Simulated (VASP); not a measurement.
# MoS2 (R-3m) in VASP: single point with PBE

Aim: the single point of MoS2 with PBE.

Program: VASP 6.6.1. These are calculated values, not measurements. Logs are shortened: lines on timing, memory, paths and dates and some standing lists are left out, and cuts for length are marked.

## (1) The cell of the first run

The structure is trigonal, space group R-3m (No. 166). The conventional cell has a = 3.193 Å, b = 3.193 Å, c = 18.232 Å, α = 90.00°, β = 90.00°, γ = 120.00°. Mo (site symmetry -3m) has 6 S at 2.42 Å and 6 Mo at 3.19 Å within 3.2 Å. Within 3.2 Å of S (site symmetry 3m) lie 3 Mo at 2.42 Å and 6 S at 3.19 Å.

## (2) Single point, PBE

The input, INCAR:

```
SYSTEM = MoS2
  PREC = Accurate
  ENCUT = 520
  EDIFF = 1E-7
  ISMEAR = -1
  SIGMA = 0.02
  LREAL = .False.
  LASPH = .True.
  NELM = 100
  ALGO = Normal
  ISIF = 2
  LWAVE = .False.
  LCHARG = .False.
  GGA = PE
  NBANDS = 20
```

The input, KPOINTS:

```
Automatic mesh
0
Gamma
  6 6 6
  0 0 0
```

The input, POSCAR:

```
MoS2
1.0
    1.5965300489      0.9217570535      6.0772313985
   -1.5965300489      0.9217570535      6.0772313985
    0.0000000000     -1.8435141070      6.0772313985
Mo S
1 2
Direct
    0.0000000000      0.0000000000      0.0000000000
    0.2474267338      0.2474267338      0.2474267338
    0.7525732662      0.7525732662      0.7525732662
```

Potentials or basis: VASP PAW PBE potentials, release 64 (Mo_sv, S).

The run is started by

```console
> cat potpaw_PBE.64/Mo_sv/POTCAR potpaw_PBE.64/S/POTCAR > POTCAR
> mpirun -np 1 vasp_std > vasp.out
```

OUTCAR:

```text
SYSTEM = MoS2
   PREC = Accurate
   ENCUT = 520
   EDIFF = 1E-7
   ISMEAR = -1
   LREAL = .False.
   LASPH = .True.
   NELM = 100
   ISIF = 2
   GGA = PE

 ion  position               nearest neighbor table
   1  0.000  0.000  0.000-   3 2.42   2 2.42   3 2.42   3 2.42   2 2.42   2 2.42
   2  0.247  0.247  0.247-   1 2.42   1 2.42   1 2.42
   3  0.753  0.753  0.753-   1 2.42   1 2.42   1 2.42

  LATTYP: Found a trigonal (rhomboedric) cell.
 ALAT       =     6.3506917524
 COS(alpha) =     0.8736014411

  Lattice vectors:

 A1 = (   1.5965300489,   0.9217570535,   6.0772313985)
 A2 = (  -1.5965300489,   0.9217570535,   6.0772313985)
 A3 = (   0.0000000000,  -1.8435141070,   6.0772313985)

Analysis of symmetry for initial positions (statically):
=====================================================================
 Subroutine PRICEL returns:
 Original cell was already a primitive cell.

 Routine SETGRP: Setting up the symmetry group for a
 trigonal (rhombohedral) supercell.

 Subroutine GETGRP returns: Found 12 space group operations
 (whereof 12 operations were pure point group operations)
 out of a pool of 12 trial point group operations.

The static configuration has the point symmetry D_3d.

Analysis of symmetry for dynamics (positions and initial velocities):
=====================================================================
 Subroutine PRICEL returns:
 Original cell was already a primitive cell.

 Routine SETGRP: Setting up the symmetry group for a
 trigonal (rhombohedral) supercell.

 Subroutine GETGRP returns: Found 12 space group operations
 (whereof 12 operations were pure point group operations)
 out of a pool of 12 trial point group operations.

The dynamic configuration has the point symmetry D_3d.

 Subroutine INISYM returns: Found 12 space group operations
 (whereof 12 operations are pure point group operations),
 and found     1 'primitive' translations

----------------------------------------------------------------------------------------

                                     Primitive cell

  volume of cell :      53.6600

  direct lattice vectors                    reciprocal lattice vectors
     1.596530049  0.921757054  6.077231399     0.313179198  0.180814094  0.054849538
    -1.596530049  0.921757054  6.077231399    -0.313179198  0.180814094  0.054849538
     0.000000000 -1.843514107  6.077231399     0.000000000 -0.361628188  0.054849538

  length of vectors
     6.350691752  6.350691752  6.350691752     0.365764157  0.365764157  0.365764157

  position of ions in fractional coordinates (direct lattice)
     0.000000000  0.000000000  0.000000000
     0.247426734  0.247426734  0.247426734
     0.752573266  0.752573266  0.752573266

  ion indices of the primitive-cell ions
   primitive index   ion index
                 1           1
                 2           2
                 3           3

----------------------------------------------------------------------------------------

 KPOINTS: Automatic mesh

Automatic generation of k-mesh.
 Grid dimensions read from file:
 generate k-points for:    6    6    6

 Generating k-lattice:

  Cartesian coordinates                     Fractional coordinates (reciprocal lattice)
     0.052196533  0.030135682  0.009141590     0.166666667  0.000000000 -0.000000000
    -0.052196533  0.030135682  0.009141590     0.000000000  0.166666667 -0.000000000
     0.000000000 -0.060271365  0.009141590    -0.000000000 -0.000000000  0.166666667

  Length of vectors
     0.060960693  0.060960693  0.060960693

  Shift w.r.t. Gamma in fractional coordinates (k-lattice)
     0.000000000  0.000000000  0.000000000

 Subroutine IBZKPT returns following result:
 ===========================================

 Found     32 irreducible k-points:

 Following reciprocal coordinates:
            Coordinates               Weight
  0.000000  0.000000  0.000000      1.000000
  0.166667  0.000000 -0.000000      6.000000
  0.333333  0.000000 -0.000000      6.000000
  0.500000  0.000000 -0.000000      3.000000
  0.166667  0.166667 -0.000000      6.000000
  0.333333  0.166667 -0.000000     12.000000
[... 16 lines left out ...]
  0.500000  0.500000  0.166667      6.000000
 -0.333333  0.500000  0.166667     12.000000
 [... further k-points ...]
   k-points           NKPTS =     32   k-points in BZ     NKDIM =     32   number of bands    NBANDS=     20
   number of dos      NEDOS =    301   number of ions     NIONS =      3
   total plane-waves  NPLWV = 110592
   dimension x,y,z NGX =    48 NGY =   48 NGZ =   48
   dimension x,y,z NGXF=    96 NGYF=   96 NGZF=   96
   ions per type =               1   2
   NGX,Y,Z   is equivalent  to a cutoff of  12.57, 12.57, 12.57 a.u.
   NGXF,Y,Z  is equivalent  to a cutoff of  25.13, 25.13, 25.13 a.u.
 SYSTEM =  MoS2
   PREC   = accura    normal or accurate (medium, high low for compatibility)
   ISTART =      0    job   : 0-new  1-cont  2-samecut
   ICHARG =      2    charge: 1-file 2-atom 10-const
   ISPIN  =      1    spin polarized calculation?
   LNONCOLLINEAR =      F non collinear calculations
   LSORBIT =      F    spin-orbit coupling
   LASPH  =      T    aspherical Exc in radial PAW
   ENCUT  =  520.0 eV  38.22 Ry    6.18 a.u.  11.81 11.81 11.81*2*pi/ulx,y,z
   NELM   =    100;   NELMIN=  2; NELMDL= -5     # of ELM steps
   EDIFF  = 0.1E-06   stopping-criterion for ELM
   LREAL  =      F    real-space projection
   EDIFFG = 0.1E-05   stopping-criterion for IOM
   NSW    =      0    number of steps for IOM
   IBRION =     -1    ionic relax: 0-MD 1-quasi-New 2-CG
   NFREE  =      0    steps in history (QN), initial steepest desc. (CG)
   ISIF   =      2    stress and relaxation
   ISYM   =      2    0-nonsym 1-usesym 2-fastsym
   POTIM  = 0.5000    time-step for ionic-motion
   TEBEG  =    0.0;   TEEND  =   0.0 temperature during run
   PSTRESS=    0.0 pullay stress
   NELECT =      26.0000    total number of electrons
   NUPDOWN=      -1.0000    fix difference up-down
   EMIN   =  10.00;   EMAX   =-10.00  energy-range for DOS
   EFERMI =   0.00;   METHOD = LEGACY
   ISMEAR =    -1;   SIGMA  =   0.02  broadening in eV -4-tet -1-fermi 0-gaus
   EFERMI_NEDOS =   21; number of points for ismear=-14 and -15
   IALGO  =     38    algorithm
   IMIX   =      4    mixing-type and parameters
     AMIX     =   0.40;   BMIX     =  1.00
     AMIX_MAG =   1.60;   BMIX_MAG =  1.00
  volume/ion in A,a.u.               =      17.89       120.71
  Fermi-wavevector in a.u.,A,eV,Ry     =   1.285827  2.429860 22.495194  1.653350
  Thomas-Fermi vector in A             =   2.417938
   LORBIT       =      0    0 simple, 1 ext, 2 COOP (PROOUT), +10 PAW based schemes
   GGA     = PE    functional components
   LHFCALC =     F    Hartree Fock is set to
   AEXX    =    0.0000 exact exchange contribution
   IVDW    =     0    specifies the selected vdW correction
   LEPSILON=     F    determine dielectric tensor
   LRPA    =     F    only Hartree local field effects (RPA)
 non-spin polarized calculation
  energy-cutoff  :      520.00
  volume of cell :       53.66
 maximum number of plane-waves:      1460
   NGX = 23   NGY = 23   NGZ = 23

 number of electron      26.0000001 magnetization

 Free energy of the ion-electron system (eV)
  ---------------------------------------------------
  ext. energy  EPLUGINS =         0.00000000
  ---------------------------------------------------
  free energy    TOTEN  =       -21.02540146 eV

  energy without entropy =      -21.02396550  energy(sigma->0) =      -21.02468348

 E-fermi :   7.4818     XC(G=0): -10.8460

 val. band max:        7.4744593609   @ k =   0.0000   0.0000   0.0000
 cond. band min:       7.4883168037   @ k =  -0.3333   0.5000   0.3333
 fundamental gap:      0.0138574428
 Fermi energy:         7.4818055199

 k-point     1 :       0.0000    0.0000    0.0000
  band No.  band energies     occupation
      1     -54.1339      2.00000
      2     -28.1754      2.00000
      3     -28.1192      2.00000
      4     -28.1192      2.00000
      5      -7.3294      2.00000
      6      -5.7436      2.00000
[... 12 lines left out ...]
     19      14.2559      0.00000
     20      17.2481      0.00000

 k-point     2 :       0.1667    0.0000   -0.0000
  band No.  band energies     occupation
      1     -54.1249      2.00000
      2     -28.2102      2.00000
      3     -28.1574      2.00000
      4     -28.1400      2.00000
      5      -6.9070      2.00000
      6      -5.6587      2.00000
[... 12 lines left out ...]
     19      15.3302      0.00000
     20      16.7448      0.00000

 k-point     3 :       0.3333    0.0000   -0.0000
  band No.  band energies     occupation
      1     -54.1070      2.00000
      2     -28.3884      2.00000
      3     -28.1815      2.00000
      4     -28.1213      2.00000
      5      -5.9995      2.00000
      6      -5.3379      2.00000
[... 12 lines left out ...]
     19      14.9918      0.00000
     20      16.4452      0.00000

 k-point     4 :       0.5000    0.0000   -0.0000
  band No.  band energies     occupation
      1     -54.0980      2.00000
      2     -28.4756      2.00000
      3     -28.2021      2.00000
      4     -28.1031      2.00000
      5      -5.6942      2.00000
      6      -4.8215      2.00000
[... 12 lines left out ...]
     19      14.5798      0.00000
     20      14.9612      0.00000

 k-point     5 :       0.1667    0.1667   -0.0000
  band No.  band energies     occupation
      1     -54.1249      2.00000
      2     -28.2102      2.00000
      3     -28.1574      2.00000
      4     -28.1400      2.00000
      5      -6.8819      2.00000
      6      -5.6984      2.00000
[... 12 lines left out ...]
     19      15.3848      0.00000
     20      16.8039      0.00000
[... 353 lines left out ...]
      6      -5.0238      2.00000
[... 12 lines left out ...]
     19      14.7398      0.00000
     20      15.9992      0.00000

 k-point    22 :      -0.1667    0.3333    0.1667
  band No.  band energies     occupation
      1     -54.0980      2.00000
      2     -28.4301      2.00000
      3     -28.2494      2.00000
      4     -28.1032      2.00000
      5      -5.4338      2.00000
      6      -5.1590      2.00000
[... 12 lines left out ...]
     19      14.8974      0.00000
     20      16.2500      0.00000

 k-point    23 :       0.5000    0.5000    0.1667
  band No.  band energies     occupation
      1     -54.1069      2.00000
      2     -28.3884      2.00000
      3     -28.1815      2.00000
      4     -28.1213      2.00000
      5      -5.7696      2.00000
      6      -5.5943      2.00000
[... 12 lines left out ...]
     19      14.5504      0.00000
     20      16.3310      0.00000

 k-point    24 :      -0.3333    0.5000    0.1667
  band No.  band energies     occupation
      1     -54.0980      2.00000
      2     -28.4301      2.00000
      3     -28.2494      2.00000
      4     -28.1033      2.00000
      5      -5.4825      2.00000
      6      -5.0894      2.00000
[... 12 lines left out ...]
     19      14.4735      0.00000
     20      16.1276      0.00000

 [... further k-points ...]

------------------------ aborting loop because EDIFF is reached ----------------------------------------

  FORCE on cell =-STRESS in cart. coord.  units (eV):
  Direction    XX          YY          ZZ          XY          YZ          ZX
  --------------------------------------------------------------------------------------
  -------------------------------------------------------------------------------------
  Total        0.5014751      0.5014751      1.0943575      0.0000000     -0.0000000      0.0000000
  in kB       14.9730176     14.9730176     32.6752729      0.0000000     -0.0000000      0.0000000
  external PRESSURE =      20.8737694 kB  Pullay stress =       0.0000000 kB

 VOLUME and BASIS-vectors are now :
 -----------------------------------------------------------------------------
  energy-cutoff  :      520.00
  volume of cell :       53.66
      direct lattice vectors                 reciprocal lattice vectors
     1.596530049  0.921757054  6.077231399     0.313179198  0.180814094  0.054849538
    -1.596530049  0.921757054  6.077231399    -0.313179198  0.180814094  0.054849538
     0.000000000 -1.843514107  6.077231399     0.000000000 -0.361628188  0.054849538

 POSITION                                       TOTAL-FORCE (eV/Angst)
 -----------------------------------------------------------------------------------
      0.00000      0.00000      0.00000         0.000000      0.000000     -0.000000
      0.00000      0.00000      4.51101         0.000000     -0.000000     -0.099489
      0.00000      0.00000     13.72069         0.000000      0.000000      0.099489
 -----------------------------------------------------------------------------------
    total drift:                                0.000000      0.000000      0.000000

  FREE ENERGIE OF THE ION-ELECTRON SYSTEM (eV)
  ---------------------------------------------------
  free  energy   TOTEN  =       -21.0254014565 eV

  energy  without entropy=      -21.0239654966  energy(sigma->0) =      -21.02468348
```

It took 2.9 min on 1 thread of Intel Xeon 8259CL, shared host; peak memory 0.32 GiB.

What came out:

* Free energy: -21.0254 eV
* Pressure: 2.1 GPa
* Largest force: 0.099 eV/Å
* Band gap on the k mesh: zero (bands 13 and 14 overlap by 0.67 eV)

Forces on the atoms (eV/Å):
```
Mo   0.000  0.000  0.000
S    0.000  0.000 -0.099
S    0.000  0.000  0.099
```

Stress tensor (GPa, compression positive):
```
1.50 0.00 0.00
0.00 1.50 0.00
0.00 0.00 3.27
```

Levels at points of the mesh, in eV from the Fermi level:
```tsv
k point	band 10	band 11	band 12	band 13	band 14	band 15	band 16	band 17
(0.00, 0.00, 0.00)	-1.41	-1.08	-0.75	-0.75	-0.01	-0.01	3.35	3.35
(0.50, 0.00, 0.00)	-3.94	-2.62	-1.71	-1.31	1.23	2.10	3.35	4.13
(0.50, 0.50, 0.00)	-3.85	-2.63	-2.07	-1.58	1.23	1.86	3.87	4.92
(0.50, 0.50, 0.50)	-3.73	-0.74	-0.74	-0.14	-0.14	0.10	3.50	3.50
```

Caveat: the k points lie up to 0.38 Å⁻¹ apart, too coarse for converged energies and pressures of a metal.
